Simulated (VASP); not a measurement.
# WC (P-6m2) in VASP: further runs

WC is run at these levels: PBEsol; tasks: vibrations by perturbation theory.

All numbers are computed with VASP 6.6.1; they aren't measurements. Logs are shortened: lines on timing, memory, paths and dates and some standing lists are left out, and cuts for length are marked.

**1. The cell of the first run**

It takes space group P-6m2 (No. 187, hexagonal). Conventional cell: a = 2.887 Å, b = 2.887 Å, c = 2.817 Å, α = 90.00°, β = 90.00°, γ = 120.00°. Within 2.9 Å of W (site symmetry -6m2) lie 6 C at 2.18 Å and 8 W at 2.82 to 2.89 Å. C (site symmetry -6m2) has 6 W at 2.18 Å and 8 C at 2.82 to 2.89 Å within 2.9 Å.

**2. Vibrations by perturbation theory, PBEsol**

INCAR

```
PREC = Accurate
ENCUT = 520
EDIFF = 1E-8
ISMEAR = -1
SIGMA = 0.15
LREAL = False
LASPH = True
NELM = 60
ALGO = Normal
ISIF = 2
LWAVE = False
LCHARG = False
GGA = PS
NBANDS = 16
IBRION = 8
NSW = 1
```

KPOINTS

```
Automatic mesh
0
Gamma
  18 18 14
```

POSCAR

```
WC
1.0
    2.8867909410      0.0000000000      0.0000000000
   -1.4433954705      2.5000342903      0.0000000000
    0.0000000000      0.0000000000      2.8172296801
W C
1 1
Direct
    0.0000000000      0.0000000000      0.0000000000
    0.6666666667      0.3333333333      0.5000000000
```

Potentials or basis: VASP PAW PBE potentials, release 64 (W_sv, C).

On the command line:

```bash
> cat potpaw_PBE.64/W_sv/POTCAR potpaw_PBE.64/C/POTCAR > POTCAR
> mpirun -np 1 vasp_std > vasp.out
```

OUTCAR:

```text
PREC = Accurate
   ENCUT = 520
   EDIFF = 1E-8
   ISMEAR = -1
   LREAL = False
   LASPH = True
   NELM = 60
   ISIF = 2
   GGA = PS
   IBRION = 8
   NSW = 1

 ion  position               nearest neighbor table
   1  0.000  0.000  0.000-   2 2.18   2 2.18   2 2.18   2 2.18   2 2.18   2 2.18
   2  0.667  0.333  0.500-   1 2.18   1 2.18   1 2.18   1 2.18   1 2.18   1 2.18

  LATTYP: Found a hexagonal cell.
 ALAT       =     2.8867909410
 C/A-ratio  =     0.9759036029

  Lattice vectors:

 A1 = (   2.8867909410,   0.0000000000,   0.0000000000)
 A2 = (  -1.4433954705,   2.5000342903,   0.0000000000)
 A3 = (   0.0000000000,   0.0000000000,   2.8172296801)

Analysis of symmetry for initial positions (statically):
=====================================================================
 Subroutine PRICEL returns:
 Original cell was already a primitive cell.

 Routine SETGRP: Setting up the symmetry group for a
 hexagonal supercell.

 Subroutine GETGRP returns: Found 12 space group operations
 (whereof 12 operations were pure point group operations)
 out of a pool of 24 trial point group operations.

The static configuration has the point symmetry D_3h.

Analysis of symmetry for dynamics (positions and initial velocities):
=====================================================================
 Subroutine PRICEL returns:
 Original cell was already a primitive cell.

 Routine SETGRP: Setting up the symmetry group for a
 hexagonal supercell.

 Subroutine GETGRP returns: Found 12 space group operations
 (whereof 12 operations were pure point group operations)
 out of a pool of 24 trial point group operations.

The dynamic configuration has the point symmetry D_3h.

 Subroutine INISYM returns: Found 12 space group operations
 (whereof 12 operations are pure point group operations),
 and found     1 'primitive' translations

----------------------------------------------------------------------------------------

[... 616 lines left out ...]

 VOLUME and BASIS-vectors are now :
 -----------------------------------------------------------------------------
  energy-cutoff  :      520.00
  volume of cell :       20.33
      direct lattice vectors                 reciprocal lattice vectors
     2.886790941  0.000000000  0.000000000     0.346405410  0.199997257  0.000000000
    -1.443395471  2.500034290  0.000000000     0.000000000  0.399994514  0.000000000
     0.000000000  0.000000000  2.817229680     0.000000000  0.000000000  0.354958634

 POSITION                                       TOTAL-FORCE (eV/Angst)
 -----------------------------------------------------------------------------------
      0.00000      0.00000      0.00000        -0.000000      0.000000      0.000000
      1.44340      0.83334      1.40861         0.000000      0.000000      0.000000
 -----------------------------------------------------------------------------------
    total drift:                                0.000000     -0.000000      0.000000

  FREE ENERGIE OF THE ION-ELECTRON SYSTEM (eV)
  ---------------------------------------------------
  free  energy   TOTEN  =       -23.9051178341 eV

  energy  without entropy=      -23.8820200257  energy(sigma->0) =      -23.89356893

[... ionic steps 2 to 3 ...]

--------------------------------------- Ionic step        4  -------------------------------------------

------------------------ aborting loop because EDIFF is reached ----------------------------------------
[... 11 lines left out ...]
[... ionic steps 8 to 8 ...]

--------------------------------------- Ionic step        9  -------------------------------------------

 Free energy of the ion-electron system (eV)
  ---------------------------------------------------
  ---------------------------------------------------
  free energy    TOTEN  =        -0.12179748 eV

  energy without entropy =       -0.12179747

------------------------ aborting loop because EDIFF is reached ----------------------------------------

 INTERNAL STRAIN TENSOR  FOR ION    2  DIRECTION 3   (eV/Angst):
 -----------------------------------------------------------------------------
     0.01349  0.00000  0.00000
     0.00000  0.01349 -0.00000
     0.00000  0.00000 -0.01946

 INTERNAL STRAIN TENSOR FOR ION    2 for displacements in x,y,z  (eV/Angst):
          X           Y           Z          XY          YZ          ZX
  --------------------------------------------------------------------------------
  x    -0.00000     0.00000     0.00000    -6.17074     0.00000     0.00000
  y    -6.17074     6.17074     0.00000     0.00000     0.00000     0.00000
  z     0.00000     0.00000     0.00000     0.00000     0.00000     0.00000

 SECOND DERIVATIVES (NOT SYMMETRIZED)
 ------------------------------------
               1X          1Y          1Z          2X          2Y          2Z
  1X   -16.761551    0.000000    0.000000   16.761551    0.000000    0.000000
  1Y     0.000000  -16.761551    0.000000   -0.000000   16.761551    0.000000
  1Z     0.000000    0.000000  -15.429245   -0.000000    0.000000   15.429245
  2X    16.761473    0.000000    0.000000  -16.761473   -0.000000    0.000000
  2Y     0.000000   16.761473    0.000000    0.000000  -16.761473    0.000000
  2Z     0.000000    0.000000   15.418124    0.000000    0.000000  -15.418124

 Eigenvectors and eigenvalues of the dynamical matrix
 ----------------------------------------------------

   1 f  =   19.061605 THz   119.767597 2PiTHz  635.826705 cm-1    78.832429 meV
             X         Y         Z           dx          dy          dz
      0.000000  0.000000  0.000000    -0.247638    0.000000    0.000000
      1.443395  0.833345  1.408615     0.968853    0.000000    0.000000
[... 21 lines left out ...]
   6 f/i=    0.001582 THz     0.009938 2PiTHz    0.052761 cm-1     0.006541 meV
             X         Y         Z           dx          dy          dz
      0.000000  0.000000  0.000000     0.000000    0.000000    0.968831
      1.443395  0.833345  1.408615     0.000000    0.000000    0.247721

--------------------------------------------------------------------------------------------------------

 ELASTIC MODULI CONTR FROM IONIC RELAXATION (kBar)
 Direction    XX          YY          ZZ          XY          YZ          ZX
 --------------------------------------------------------------------------------
 XX        -147.8929    147.8929      0.0000     -0.0000      0.0000      0.0000
 YY         147.8929   -147.8929      0.0000      0.0000      0.0000      0.0000
 ZZ           0.0000      0.0000      0.0000      0.0000      0.0000      0.0000
 XY          -0.0000      0.0000      0.0000   -147.8929      0.0000      0.0000
 YZ           0.0000      0.0000      0.0000      0.0000      0.0000      0.0000
 ZX           0.0000      0.0000      0.0000      0.0000      0.0000      0.0000
 --------------------------------------------------------------------------------
```

OSZICAR:

```text
N       E                     dE             d eps       ncg     rms          rms(c)
DAV:   1     0.107288682840E+03    0.10729E+03   -0.93986E+03  9504   0.125E+03
DAV:   2    -0.236349661541E+02   -0.13092E+03   -0.12650E+03 11224   0.336E+02
DAV:   3    -0.267858961221E+02   -0.31509E+01   -0.31398E+01 10632   0.495E+01
DAV:   4    -0.268018776645E+02   -0.15982E-01   -0.15981E-01 12184   0.395E+00
[... 76 lines left out ...]
RMM:   7    -0.121797205484E+00    0.22544E-05   -0.33649E-08 26444   0.133E-03    0.189E-04
RMM:   8    -0.121797625441E+00   -0.41996E-06   -0.13189E-08 28146   0.438E-04    0.695E-05
RMM:   9    -0.121797673903E+00   -0.48461E-07   -0.24442E-09 27491   0.111E-04    0.169E-05
RMM:  10    -0.121797474051E+00    0.19985E-06    0.70460E-09 27592   0.428E-05    0.277E-06
RMM:  11    -0.121797477546E+00   -0.34945E-08   -0.23129E-09 27758   0.109E-05    0.656E-07
 Linear response finished
```

stdout:

```text
POSCAR found type information on POSCAR W C
 POSCAR found :  2 types and       2 ions
 scaLAPACK will be used
 -----------------------------------------------------------------------------
|                                                                             |
|                                                                             |
|     You enforced a specific xc type in the INCAR file but a different       |
|     I HOPE YOU KNOW WHAT YOU ARE DOING!                                     |
|                                                                             |
 -----------------------------------------------------------------------------

 LDA part: xc-table for (Slater+PW92), standard interpolation
 POSCAR, INCAR and KPOINTS ok, starting setup
 FFT: planning ... GRIDC
 FFT: planning ... GRID_SOFT
 FFT: planning ... GRID
 WAVECAR not read
 entering main loop
 Linear response reoptimize wavefunctions to high precision
 Linear response DOF=           4
 Linear response progress:
 first order change of Fermi-energy  -0.53764E-04
 force on displaced ion       1 direction 1 : -16.762   0.001   0.000
 Linear response progress:
 first order change of Fermi-energy  -0.64035E-03
 force on displaced ion       1 direction 3 :  -0.000   0.000 -15.429
 Linear response progress:
 first order change of Fermi-energy   0.42643E-05
 force on displaced ion       2 direction 1 : -16.761   0.002   0.000
 Linear response progress:
 first order change of Fermi-energy   0.30862E-03
 force on displaced ion       2 direction 3 :   0.000  -0.000 -15.418
 Linear response finished
```

Wall time 36 min (1 thread of Intel Xeon 8259CL, shared host); peak memory 0.92 GiB.

Results:

| Quantity | Value |
| --- | --- |
| Highest phonon frequency at Γ | 636 cm⁻¹ |

Phonon frequencies in cm⁻¹ (negative: imaginary):
```tsv
q point	frequencies
(0.000, 0.000, 0.000)	0 0 0 610 636 636
```

Caveat: the cell stands under pressure or tension, which shifts response properties; the PAW data sets were made with another functional, which shifts forces and pressure a little; spin-orbit coupling is left out, which moves the levels of the heavy elements.

**3. Vibrations by perturbation theory, PBEsol**

This run uses another cell than the first one, of 10.29 Å³/atom.

INCAR

```
SYSTEM = WC
ALGO = Normal
EDIFF = 1E-8
ENCUT = 520
GGA = PS
IBRION = 8
ISIF = 2
ISMEAR = -1
LASPH = .True.
LCHARG = .False.
LREAL = .False.
LWAVE = .False.
NELM = 60
NSW = 1
PREC = Accurate
SIGMA = 0.15
```

KPOINTS

```
k-points
0
Gamma
  18 18 14
  0 0 0
```

POSCAR

```
WC
1.0
    2.8993928912      0.0000000000      0.0000000000
   -1.4496964456      2.5109478994      0.0000000000
    0.0000000000      0.0000000000      2.8265150991
W C
1 1
Direct
    0.0000000000      0.0000000000      0.0000000000
    0.6666666667      0.3333333333      0.5000000000
```

Potentials or basis: VASP PAW PBE potentials, release 64 (W_sv, C).

On the command line:

```bash
> cat potpaw_PBE.64/W_sv/POTCAR potpaw_PBE.64/C/POTCAR > POTCAR
> mpirun -np 1 vasp_std > vasp.out
```

OUTCAR:

```text
SYSTEM = WC
   EDIFF = 1E-8
   ENCUT = 520
   GGA = PS
   IBRION = 8
   ISIF = 2
   ISMEAR = -1
   LASPH = .True.
   LREAL = .False.
   NELM = 60
   NSW = 1
   PREC = Accurate

 ion  position               nearest neighbor table
   1  0.000  0.000  0.000-   2 2.19   2 2.19   2 2.19   2 2.19   2 2.19   2 2.19
   2  0.667  0.333  0.500-   1 2.19   1 2.19   1 2.19   1 2.19   1 2.19   1 2.19

  LATTYP: Found a hexagonal cell.
[... 653 lines left out ...]
 ------------------------------------
               1X          1Y          1Z          2X          2Y          2Z
  1X   -16.154463    0.000000    0.000000   16.154463    0.000000    0.000000
  1Y     0.000000  -16.154463    0.000000    0.000000   16.154463    0.000000
  1Z    -0.000000    0.000000  -14.628885    0.000000    0.000000   14.628885
  2X    16.150675    0.000000    0.000000  -16.150675    0.000000    0.000000
  2Y     0.000000   16.150675    0.000000    0.000000  -16.150675    0.000000
  2Z    -0.000000    0.000000   14.618062    0.000000    0.000000  -14.618062

 Eigenvectors and eigenvalues of the dynamical matrix
 ----------------------------------------------------

   1 f  =   18.711206 THz   117.565973 2PiTHz  624.138641 cm-1    77.383294 meV
             X         Y         Z           dx          dy          dz
      0.000000  0.000000  0.000000     0.000000    0.247664   -0.000000
      1.449696  0.836983  1.413258     0.000000   -0.968846    0.000000
[... 21 lines left out ...]
   6 f/i=    0.001581 THz     0.009934 2PiTHz    0.052738 cm-1     0.006539 meV
             X         Y         Z           dx          dy          dz
      0.000000  0.000000  0.000000    -0.000000    0.000000    0.968831
      1.449696  0.836983  1.413258     0.000000    0.000000    0.247723

--------------------------------------------------------------------------------------------------------

 ELASTIC MODULI CONTR FROM IONIC RELAXATION (kBar)
 Direction    XX          YY          ZZ          XY          YZ          ZX
 --------------------------------------------------------------------------------
 XX        -124.2572    124.2572      0.0000      0.0000      0.0000      0.0000
 YY         124.2572   -124.2572      0.0000     -0.0000      0.0000      0.0000
 ZZ           0.0000      0.0000      0.0000      0.0000      0.0000      0.0000
 XY           0.0000     -0.0000      0.0000   -124.2572      0.0000      0.0000
 YZ           0.0000      0.0000      0.0000      0.0000      0.0000      0.0000
 ZX           0.0000      0.0000      0.0000      0.0000      0.0000      0.0000
 --------------------------------------------------------------------------------
```

OSZICAR:

```text
N       E                     dE             d eps       ncg     rms          rms(c)
DAV:   1     0.109189891039E+03    0.10919E+03   -0.98592E+03  7696   0.154E+03
DAV:   2    -0.229323392691E+02   -0.13212E+03   -0.12852E+03  8831   0.382E+02
[... 80 lines left out ...]
RMM:   7    -0.121402602141E+00    0.61904E-05    0.36469E-08 20239   0.211E-03    0.165E-04
RMM:   8    -0.121403150230E+00   -0.54809E-06   -0.78992E-08 22527   0.663E-04    0.729E-05
RMM:   9    -0.121403400532E+00   -0.25030E-06    0.13930E-08 22969   0.172E-04    0.155E-05
RMM:  10    -0.121403259193E+00    0.14134E-06   -0.35893E-08 22448   0.595E-05    0.234E-06
RMM:  11    -0.121403239998E+00    0.19195E-07    0.25120E-09 23282   0.139E-05    0.793E-07
RMM:  12    -0.121403247941E+00   -0.79435E-08   -0.41653E-09 20703   0.456E-06    0.263E-07
 Linear response finished
```

It took 32 min on 1 thread of Intel Xeon 8259CL, shared host; peak memory 0.81 GiB.

Results:

```yaml
Highest_phonon_frequency_at_Γ: 624 cm⁻¹
```

Phonon frequencies in cm⁻¹ (negative: imaginary):
| q point | frequencies |
| --- | --- |
| (0.000, 0.000, 0.000) | 0 0 0 594 624 624 |

Caveat: the cell stands under pressure or tension, which shifts response properties; the PAW data sets were made with another functional, which shifts forces and pressure a little; spin-orbit coupling is left out, which moves the levels of the heavy elements.

[end of part 1 of 2]
